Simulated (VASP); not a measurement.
# Pt (Fm-3m) in VASP: further runs

The runs below take Pt through single point, with LDA.

All numbers are computed with VASP 6.6.1; they aren't measurements. Logs are shortened: lines on timing, memory, paths and dates and some standing lists are left out, and cuts for length are marked.

## Step 1: The cell of the first run

Symmetry: Fm-3m, No. 225, cubic system. Conventional cell: a = 3.916 Å, b = 3.916 Å, c = 3.916 Å, α = 90.00°, β = 90.00°, γ = 90.00°. Pt (site symmetry m-3m) has 12 Pt at 2.77 Å within 3.6 Å.

## Step 2: Single point, LDA

Contents of INCAR:

```
SYSTEM = Pt
PREC = Accurate
ENCUT = 520
EDIFF = 1E-7
ISMEAR = 0
SIGMA = 0.15
LREAL = .FALSE.
LASPH = .TRUE.
NELM = 100
ALGO = Normal
ISIF = 2
LWAVE = .FALSE.
LCHARG = .FALSE.
GGA = CA
NBANDS = 11
```

Contents of KPOINTS:

```
regular mesh
0
G
  20 20 20
  0 0 0
```

Contents of POSCAR:

```
Pt
1.0
    0.0000000000      1.9579000000      1.9579000000
    1.9579000000      0.0000000000      1.9579000000
    1.9579000000      1.9579000000      0.0000000000
Pt
1
Direct
    0.0000000000      0.0000000000      0.0000000000
```

Potentials or basis: VASP PAW LDA potentials, release 64 (Pt).

Started as:

```console
$ cat potpaw_LDA.64/Pt/POTCAR > POTCAR
$ mpirun -np 1 vasp_std > vasp.out
```

OUTCAR:

```text
SYSTEM = Pt
   PREC = Accurate
   ENCUT = 520
   EDIFF = 1E-7
   ISMEAR = 0
   LREAL = .FALSE.
   LASPH = .TRUE.
   NELM = 100
   ISIF = 2
   GGA = CA

 ion  position               nearest neighbor table
   1  0.000  0.000  0.000-

  LATTYP: Found a face centered cubic cell.
 ALAT       =     3.9158000000

  Lattice vectors:

 A1 = (   0.0000000000,   1.9579000000,   1.9579000000)
 A2 = (   1.9579000000,   0.0000000000,   1.9579000000)
 A3 = (   1.9579000000,   1.9579000000,   0.0000000000)

Analysis of symmetry for initial positions (statically):
=====================================================================
 Subroutine PRICEL returns:
 Original cell was already a primitive cell.

 Routine SETGRP: Setting up the symmetry group for a
 face centered cubic supercell.

 Subroutine GETGRP returns: Found 48 space group operations
 (whereof 48 operations were pure point group operations)
 out of a pool of 48 trial point group operations.

The static configuration has the point symmetry O_h .

Analysis of symmetry for dynamics (positions and initial velocities):
=====================================================================
 Subroutine PRICEL returns:
 Original cell was already a primitive cell.

 Routine SETGRP: Setting up the symmetry group for a
 face centered cubic supercell.

 Subroutine GETGRP returns: Found 48 space group operations
 (whereof 48 operations were pure point group operations)
 out of a pool of 48 trial point group operations.

The dynamic configuration has the point symmetry O_h .

 Subroutine INISYM returns: Found 48 space group operations
 (whereof 48 operations are pure point group operations),
 and found     1 'primitive' translations

----------------------------------------------------------------------------------------

                                     Primitive cell

  volume of cell :      15.0107

  direct lattice vectors                    reciprocal lattice vectors
     0.000000000  1.957900000  1.957900000    -0.255375658  0.255375658  0.255375658
     1.957900000  0.000000000  1.957900000     0.255375658 -0.255375658  0.255375658
     1.957900000  1.957900000  0.000000000     0.255375658  0.255375658 -0.255375658

  length of vectors
     2.768888734  2.768888734  2.768888734     0.442323614  0.442323614  0.442323614

  position of ions in fractional coordinates (direct lattice)
     0.000000000  0.000000000  0.000000000

  ion indices of the primitive-cell ions
   primitive index   ion index
                 1           1

----------------------------------------------------------------------------------------

 KPOINTS: regular mesh

Automatic generation of k-mesh.
 Grid dimensions read from file:
 generate k-points for:   20   20   20

 Generating k-lattice:

  Cartesian coordinates                     Fractional coordinates (reciprocal lattice)
    -0.012768783  0.012768783  0.012768783     0.050000000  0.000000000  0.000000000
     0.012768783 -0.012768783  0.012768783     0.000000000  0.050000000  0.000000000
     0.012768783  0.012768783 -0.012768783     0.000000000  0.000000000  0.050000000

  Length of vectors
     0.022116181  0.022116181  0.022116181

  Shift w.r.t. Gamma in fractional coordinates (k-lattice)
     0.000000000  0.000000000  0.000000000

 Subroutine IBZKPT returns following result:
 ===========================================

 Found    256 irreducible k-points:

 Following reciprocal coordinates:
            Coordinates               Weight
  0.000000  0.000000  0.000000      1.000000
  0.050000  0.000000  0.000000      8.000000
  0.100000  0.000000  0.000000      8.000000
  0.150000  0.000000  0.000000      8.000000
  0.200000  0.000000  0.000000      8.000000
  0.250000  0.000000  0.000000      8.000000
[... 16 lines left out ...]
 -0.400000  0.050000  0.000000     24.000000
 -0.350000  0.050000  0.000000     24.000000
 [... further k-points ...]
   k-points           NKPTS =    256   k-points in BZ     NKDIM =    256   number of bands    NBANDS=     11
   number of dos      NEDOS =    301   number of ions     NIONS =      1
   total plane-waves  NPLWV =  13824
   dimension x,y,z NGX =    24 NGY =   24 NGZ =   24
   dimension x,y,z NGXF=    48 NGYF=   48 NGZF=   48
   ions per type =               1
   NGX,Y,Z   is equivalent  to a cutoff of  14.41, 14.41, 14.41 a.u.
   NGXF,Y,Z  is equivalent  to a cutoff of  28.82, 28.82, 28.82 a.u.
 SYSTEM =  Pt
   PREC   = accura    normal or accurate (medium, high low for compatibility)
   ISTART =      0    job   : 0-new  1-cont  2-samecut
   ICHARG =      2    charge: 1-file 2-atom 10-const
   ISPIN  =      1    spin polarized calculation?
   LNONCOLLINEAR =      F non collinear calculations
   LSORBIT =      F    spin-orbit coupling
   LASPH  =      T    aspherical Exc in radial PAW
   ENCUT  =  520.0 eV  38.22 Ry    6.18 a.u.   5.15  5.15  5.15*2*pi/ulx,y,z
   NELM   =    100;   NELMIN=  2; NELMDL= -5     # of ELM steps
   EDIFF  = 0.1E-06   stopping-criterion for ELM
   LREAL  =      F    real-space projection
   EDIFFG = 0.1E-05   stopping-criterion for IOM
   NSW    =      0    number of steps for IOM
   IBRION =     -1    ionic relax: 0-MD 1-quasi-New 2-CG
   NFREE  =      0    steps in history (QN), initial steepest desc. (CG)
   ISIF   =      2    stress and relaxation
   ISYM   =      2    0-nonsym 1-usesym 2-fastsym
   POTIM  = 0.5000    time-step for ionic-motion
   TEBEG  =    0.0;   TEEND  =   0.0 temperature during run
   PSTRESS=    0.0 pullay stress
   NELECT =      10.0000    total number of electrons
   NUPDOWN=      -1.0000    fix difference up-down
   EMIN   =  10.00;   EMAX   =-10.00  energy-range for DOS
   EFERMI =   0.00;   METHOD = LEGACY
   ISMEAR =     0;   SIGMA  =   0.15  broadening in eV -4-tet -1-fermi 0-gaus
   EFERMI_NEDOS =   21; number of points for ismear=-14 and -15
   IALGO  =     38    algorithm
   IMIX   =      4    mixing-type and parameters
     AMIX     =   0.40;   BMIX     =  1.00
     AMIX_MAG =   1.60;   BMIX_MAG =  1.00
  volume/ion in A,a.u.               =      15.01       101.30
  Fermi-wavevector in a.u.,A,eV,Ry     =   1.429797  2.701924 27.814648  2.044319
  Thomas-Fermi vector in A             =   2.549712
   LORBIT       =      0    0 simple, 1 ext, 2 COOP (PROOUT), +10 PAW based schemes
   GGA     = CA    functional components
   LHFCALC =     F    Hartree Fock is set to
   AEXX    =    0.0000 exact exchange contribution
   IVDW    =     0    specifies the selected vdW correction
   LEPSILON=     F    determine dielectric tensor
   LRPA    =     F    only Hartree local field effects (RPA)
 non-spin polarized calculation
 Gauss-broadening in eV      SIGMA  =   0.15
  energy-cutoff  :      520.00
  volume of cell :       15.01
 maximum number of plane-waves:       419
 NGX is ok and might be reduce to    24
   NGX = 11   NGY = 11   NGZ = 11

 number of electron      10.0000000 magnetization

 number of electron       9.9999999 magnetization

 Free energy of the ion-electron system (eV)
  ---------------------------------------------------
  ext. energy  EPLUGINS =         0.00000000
  ---------------------------------------------------
  free energy    TOTEN  =        -7.51350323 eV

  energy without entropy =       -7.49399304  energy(sigma->0) =       -7.50374813

 E-fermi :  11.2379     XC(G=0): -13.7143

 val. band max:       11.2305626762   @ k =  -0.4500   0.1000   0.0500
 cond. band min:      11.2387296738   @ k =  -0.4000   0.3500   0.1000
 fundamental gap:      0.0081669977
 Fermi energy:        11.2379325891

 k-point     1 :       0.0000    0.0000    0.0000
  band No.  band energies     occupation
      1       0.9317      2.00000
      2       7.3838      2.00000
      3       7.3838      2.00000
      4       7.3838      2.00000
      5       9.5937      2.00000
      6       9.5937      2.00000
      7      25.8392      0.00000
      8      30.7865      0.00000
      9      30.7865      0.00000
     10      30.7865      0.00000
     11      36.2559      0.00000

 k-point     2 :       0.0500    0.0000    0.0000
  band No.  band energies     occupation
      1       1.0333      2.00000
      2       7.3376      2.00000
      3       7.4248      2.00000
      4       7.4248      2.00000
      5       9.5700      2.00000
      6       9.5700      2.00000
      7      25.9999      0.00000
      8      30.2424      0.00000
      9      30.9442      0.00000
     10      30.9442      0.00000
     11      36.8657      0.00000

 k-point     3 :       0.1000    0.0000    0.0000
  band No.  band energies     occupation
      1       1.3306      2.00000
      2       7.2152      2.00000
      3       7.5358      2.00000
      4       7.5358      2.00000
      5       9.5150      2.00000
      6       9.5150      2.00000
      7      26.4477      0.00000
      8      29.0446      0.00000
      9      31.4056      0.00000
     10      31.4056      0.00000
     11      37.8356      0.00000

 k-point     4 :       0.1500    0.0000    0.0000
  band No.  band energies     occupation
      1       1.7987      2.00000
      2       7.0641      2.00000
      3       7.6754      2.00000
      4       7.6754      2.00000
      5       9.4789      2.00000
      6       9.4789      2.00000
      7      27.0610      0.00000
      8      27.6424      0.00000
      9      32.1348      0.00000
     10      32.1348      0.00000
     11      36.7567      0.00000
[... 239 lines left out ...]
 k-point    22 :      -0.4500    0.0500    0.0000
  band No.  band energies     occupation
      1       3.9038      2.00000
      2       7.2830      2.00000
      3       7.4035      2.00000
      4       9.9276      2.00000
      5      11.1550      1.56588
      6      11.9434      0.00000
      7      17.3615      0.00000
      8      25.6052      0.00000
      9      29.8243      0.00000
     10      30.3548      0.00000
     11      39.2535      0.00000

 k-point    23 :      -0.4000    0.0500    0.0000
  band No.  band energies     occupation
      1       3.9002      2.00000
      2       7.3559      2.00000
      3       7.4574      2.00000
      4       9.2648      2.00000
      5      10.8550      1.99969
      6      11.5485      0.00341
      7      18.6347      0.00000
      8      25.8620      0.00000
      9      30.1067      0.00000
     10      31.1422      0.00000
     11      38.1335      0.00000

 k-point    24 :      -0.3500    0.0500    0.0000
  band No.  band energies     occupation
      1       3.8474      2.00000
      2       7.4688      2.00000
      3       7.5583      2.00000
      4       8.3341      2.00000
      5      10.4410      2.00000
      6      11.1049      1.79028
      7      20.3738      0.00000
      8      26.3317      0.00000
      9      30.7612      0.00000
     10      32.3373      0.00000
     11      36.6255      0.00000

 [... further k-points ...]
[... 5 lines left out ...]
  --------------------------------------------------------------------------------------
  -------------------------------------------------------------------------------------
  Total       -0.3908978     -0.3908978     -0.3908978     -0.0000000      0.0000000     -0.0000000
  in kB      -41.7226870    -41.7226870    -41.7226870     -0.0000000      0.0000000     -0.0000000
  external PRESSURE =     -41.7226870 kB  Pullay stress =       0.0000000 kB

 VOLUME and BASIS-vectors are now :
 -----------------------------------------------------------------------------
  energy-cutoff  :      520.00
  volume of cell :       15.01
      direct lattice vectors                 reciprocal lattice vectors
     0.000000000  1.957900000  1.957900000    -0.255375658  0.255375658  0.255375658
     1.957900000  0.000000000  1.957900000     0.255375658 -0.255375658  0.255375658
     1.957900000  1.957900000  0.000000000     0.255375658  0.255375658 -0.255375658

 POSITION                                       TOTAL-FORCE (eV/Angst)
 -----------------------------------------------------------------------------------
      0.00000      0.00000      0.00000        -0.000000     -0.000000      0.000000
 -----------------------------------------------------------------------------------
    total drift:                               -0.000000      0.000000     -0.000000

  FREE ENERGIE OF THE ION-ELECTRON SYSTEM (eV)
  ---------------------------------------------------
  free  energy   TOTEN  =        -7.5135032320 eV

  energy  without entropy=       -7.4939930358  energy(sigma->0) =       -7.50374813
```

It took 51 s on 1 thread of AMD EPYC 7R43 (Zen 3), shared host; peak memory 0.13 GiB.

Results:

```yaml
Free_energy: -7.5135 eV
Pressure: -4.2 GPa
Band_gap_on_the_k_mesh: zero (band 5 reaches 11.73 eV, above the bottom of band 6 at 9.48 eV)
```

Levels at points of the mesh, in eV from the Fermi level:
```tsv
k point	band 1	band 2	band 3	band 4	band 5	band 6	band 7	band 8	band 9	band 10
(0.00, 0.00, 0.00)	-10.31	-3.85	-3.85	-3.85	-1.64	-1.64	14.60	19.55	19.55	19.55
(0.50, 0.00, 0.00)	-7.42	-3.91	-3.91	-0.51	0.04	0.04	5.86	14.17	18.92	18.92
(0.50, 0.50, 0.00)	-7.16	-6.71	0.02	0.49	0.49	1.75	8.91	11.34	11.34	20.25
```

Caveat: spin-orbit coupling is left out, which moves the levels of the heavy elements.

## Step 3: Single point, LDA

Contents of INCAR:

```
SYSTEM = Pt
ALGO = Fast
EDIFF = 1E-7
ENCUT = 520
GGA = CA
ISIF = 2
ISMEAR = 0
LASPH = .TRUE.
LCHARG = .FALSE.
LREAL = .FALSE.
LWAVE = .FALSE.
NBANDS = 11
NELM = 100
PREC = Accurate
SIGMA = 0.15
```

Contents of KPOINTS:

```
k-points
0
G
  24 24 24
  0 0 0
```

POSCAR is that of step 2.

Potentials or basis: VASP PAW LDA potentials, release 64 (Pt).

Started as:

```console
$ cat potpaw_LDA.64/Pt/POTCAR > POTCAR
$ mpirun -np 1 vasp_std > vasp.out
```

Wall time 1.7 min (1 thread of AMD EPYC 7R43 (Zen 3), shared host); peak memory 0.15 GiB.

Results (log left out):

```
Free energy            : -7.5134 eV
Pressure               : -4.1 GPa
Band gap on the k mesh : zero (band 5 reaches 11.73 eV, above the bottom of band 6 at 9.48 eV)
```

Levels at points of the mesh, in eV from the Fermi level:
```csv
k point,band 1,band 2,band 3,band 4,band 5,band 6,band 7,band 8,band 9,band 10
"(0.00, 0.00, 0.00)",-10.29,-3.84,-3.84,-3.84,-1.63,-1.63,14.61,19.56,19.56,19.56
"(0.50, 0.00, 0.00)",-7.41,-3.90,-3.90,-0.50,0.05,0.05,5.87,14.18,18.93,18.93
"(0.50, 0.50, 0.00)",-7.14,-6.70,0.03,0.50,0.50,1.76,8.92,11.36,11.36,20.27
```

Caveat: spin-orbit coupling is left out, which moves the levels of the heavy elements.
